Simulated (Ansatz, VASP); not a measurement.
# Two plane-wave programs on Ge

INCAR

```
SYSTEM = Ge
ALGO = Normal
EDIFF = 1E-7
ENCUT = 520
GGA = PE
ISIF = 2
ISMEAR = 0
LASPH = .True.
LCHARG = .True.
LELF = .True.
LREAL = .False.
LVHAR = .True.
LWAVE = .False.
NBANDS = 21
NELM = 60
PREC = Accurate
SIGMA = 0.15
```

Contents of KPOINTS:

```
k-points
0
Gamma
  16 16 16
  0 0 0
```

POSCAR

```
Ge
1.0
    0.0000000000      3.2655764241      2.1226246756
    3.2655764241      0.0000000000      2.1226246756
    3.2655764241      3.2655764241      0.0000000000
Ge
2
Direct
    0.5000000000      0.5000000000      0.5000000000
    0.7500000000      0.7500000000      0.7500000000
```

Input for Ansatz:

```yaml
crystal:
  lattice:
    - [0.0, 3.2655764241, 2.1226246756]
    - [3.2655764241, 0.0, 2.1226246756]
    - [3.2655764241, 3.2655764241, 0.0]
  atoms:
    - { symbol: Ge, position: [0.5, 0.5, 0.5] }
    - { symbol: Ge, position: [0.75, 0.75, 0.75] }
basis:
  ecutwfc: 420
kpoints:
  mp_grid: { grid: [16, 16, 16] }
hamiltonian:
  xc: pbe
scf:
  occupations: { method: gaussian, width: 0.15 }
output:
  forces: true
  stress: true
  eigenvalues: true
```

Alike in both runs: task single point; functional PBE; k mesh 16 × 16 × 16; occupations gaussian, width 0.15 eV; no spin polarisation.

|  | VASP | Ansatz |
| --- | --- | --- |
| version | VASP 6.6.1 | Ansatz 0.2.0 |
| potentials or method | VASP PAW PBE potentials, release 64 (Ge_d), cutoff 520 eV | scalar-relativistic, plane waves, PAW |
| valence electrons in the cell | 28 | 28 |

```csv
,VASP,Ansatz,Ansatz less VASP
gap on the k mesh at the Fermi level (eV),none,none,-
pressure (GPa),-0.1,0.0,+0.05
"traceless stress, the component that is largest in VASP (GPa)",4.31,4.31,-0.002
```

A gap of «none» marks a metal or a gap that the smearing closes.
